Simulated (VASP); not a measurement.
Write the native input for VASP 6.6.1 that does the following.

- Task: single point
- Functional: PBE
- Potentials or basis: VASP PAW PBE potentials, release 64 (Be, Te)
- Cutoff: 520 eV
- k mesh: 6 × 6 × 6
- Occupations: gaussian, width 0.01 eV
- Spin: no spin polarisation
- Dipole correction: no
- Further INCAR settings: ALGO = Normal; EDIFF = 1e-06; NBANDS = 11

The structure of BeTe lies in POSCAR:

```
BeTe
1.0
    0.0000000000      2.8875252574      2.8875252574
    2.8875252574      0.0000000000      2.8875252574
    2.8875252574      2.8875252574      0.0000000000
Be Te
1 1
Direct
    0.0000000000      0.0000000000      0.0000000000
    0.2500000000      0.2500000000      0.2500000000
```

This cell differs from its parent crystal: volume changed by +6%.

The input as run:

INCAR

```
SYSTEM = BeTe
  PREC = Accurate
  ENCUT = 520
  EDIFF = 1E-6
  ISMEAR = 0
  SIGMA = 0.01
  LREAL = .False.
  LASPH = .True.
  NELM = 80
  ALGO = Normal
  ISIF = 2
  LWAVE = .False.
  LCHARG = .True.
  GGA = PE
  LELF = .True.
  LVHAR = .True.
  NBANDS = 11
```

KPOINTS

```
Automatic mesh
0
Gamma
  6 6 6
  0 0 0
```

Potentials or basis: VASP PAW PBE potentials, release 64 (Be, Te).

The run is started by

```bash
$ cat potpaw_PBE.64/Be/POTCAR potpaw_PBE.64/Te/POTCAR > POTCAR
$ mpirun -np 1 vasp_std > vasp.out
```

It gave:

```yaml
Pressure: -2.8 GPa
Band_gap_on_the_k_mesh: 2.15 eV, indirect (least direct gap 3.29 eV)
```

Caveat: spin-orbit coupling is left out, which moves the levels of the heavy elements.

It took 11 s on 1 thread of Intel(R) Xeon(R) Platinum 8375C CPU @ 2.90GHz (Ice Lake), with other jobs on the host, peak memory 0.17 GiB.
